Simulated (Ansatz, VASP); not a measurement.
# Au in VASP and in Ansatz

INCAR

```
SYSTEM = Au
PREC = Accurate
ENCUT = 520
EDIFF = 1E-6
ISMEAR = 0
SIGMA = 0.15
LREAL = .False.
LASPH = .True.
NELM = 80
ALGO = Fast
ISIF = 2
LWAVE = .False.
LCHARG = .False.
GGA = PS
NBANDS = 12
```

Contents of KPOINTS:

```
regular mesh
0
Gamma
  20 20 20
  0 0 0
```

Contents of POSCAR:

```
Au
1.0
   -1.7069870700      1.7069870700      1.6572690000
    1.7069870700     -1.7069870700      1.6572690000
    1.7069870700      1.7069870700     -1.6572690000
Au
1
Direct
    0.0000000000      0.0000000000      0.0000000000
```

Input for Ansatz:

```yaml
crystal:
  lattice:
    - [-1.70698707, 1.70698707, 1.657269]
    - [1.70698707, -1.70698707, 1.657269]
    - [1.70698707, 1.70698707, -1.657269]
  atoms:
    - { symbol: Au, position: [0.0, 0.0, 0.0] }
basis:
  ecutwfc: 420
kpoints:
  mp_grid: { grid: [20, 20, 20] }
hamiltonian:
  xc: pbesol
scf:
  occupations: { method: gaussian, width: 0.15 }
output:
  forces: true
  stress: true
  eigenvalues: true
```

Change from the starting cell: strain +0.030 along x and y, +0.000 along z, atoms carried along.

Alike in both runs: task single point; functional PBEsol; k mesh 20 × 20 × 20; occupations gaussian, width 0.15 eV; no spin polarisation.

```csv
,VASP,Ansatz
version,VASP 6.6.1,Ansatz 0.2.0
potentials or method,"VASP PAW PBE potentials, release 64 (Au), cutoff 520 eV","scalar-relativistic, plane waves, PAW"
valence electrons in the cell,11,19
```

|  | VASP | Ansatz | Ansatz less VASP |
| --- | --- | --- | --- |
| gap on the k mesh at the Fermi level (eV) | none | none | - |
| pressure (GPa) | -15.1 | -14.9 | +0.13 |
| traceless stress, the component that is largest in VASP (GPa) | -0.16 | -0.16 | +0.004 |

VASP's potentials were made for PBE, not for PBEsol. A gap of «none» marks a metal or a gap that the smearing closes. The functional is the same, so the differences come from potentials, cutoffs and numerics. VASP's potentials hold 11 valence electrons a cell and Ansatz's 19, so a difference there can come from the potentials and not from the codes.

Spin-orbit coupling is off throughout.
